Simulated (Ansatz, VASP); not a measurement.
RuPtC6N6 in VASP and in Ansatz

```xyz
14
Lattice="0.0000 5.1527 5.1527 5.1527 0.0000 5.1527 5.1527 5.1527 0.0000" Properties=species:S:1:pos:R:3 pbc="T T T"
Ru    0.0000    0.0000    0.0000
Pt    5.1527    5.1527    5.1527
C     2.0101    5.1527    5.1527
C     5.1527    2.0101    5.1527
C     5.1527    5.1527    2.0101
C     8.2953    5.1527    5.1527
C     5.1527    8.2953    5.1527
C     5.1527    5.1527    8.2953
N     3.1779    5.1527    5.1527
N     5.1527    3.1779    5.1527
N     5.1527    5.1527    3.1779
N     7.1275    5.1527    5.1527
N     5.1527    7.1275    5.1527
N     5.1527    5.1527    7.1275
```

Alike in both runs: functional PBE; k mesh 4 × 4 × 4; occupations gaussian, width 0.1 eV; collinear spin.

Ansatz relaxed the structure, and its values are those at the end. VASP's run is a single point on that final structure, the one shown.

```csv
,VASP,Ansatz
version,VASP 6.6.1,Ansatz 0.2.0
potentials or method,"VASP PAW PBE potentials, release 64 (Ru_pv, Pt, C, N), cutoff 520 eV","scalar-relativistic, plane waves, PAW"
valence electrons in the cell,78,88
```

|  | VASP | Ansatz | Ansatz less VASP |
| --- | --- | --- | --- |
| gap on the k mesh at the Fermi level (eV) | 2.23 | 2.26 | +0.026 |
| least direct gap on the mesh (eV) | 2.23 | 2.26 | +0.026 |
| pressure (GPa) | 0.5 | 0.2 | -0.30 |
| rms of the force components (eV/Å) | 0.200 | 0.003 | -0.1969 |
| net moment per atom (μB) | 0.00 | 0.00 | 0.000 |

One of these differences is far larger than is usual between the two programs; its cause wasn't traced. VASP's potentials hold 78 valence electrons a cell and Ansatz's 88, so a difference there can come from the potentials and not from the codes. Ansatz's warnings: seeded moment not kept.

Spin-orbit coupling is off throughout. Noted on VASP's run: the standard files for N, O and F lose accuracy on very short bonds.
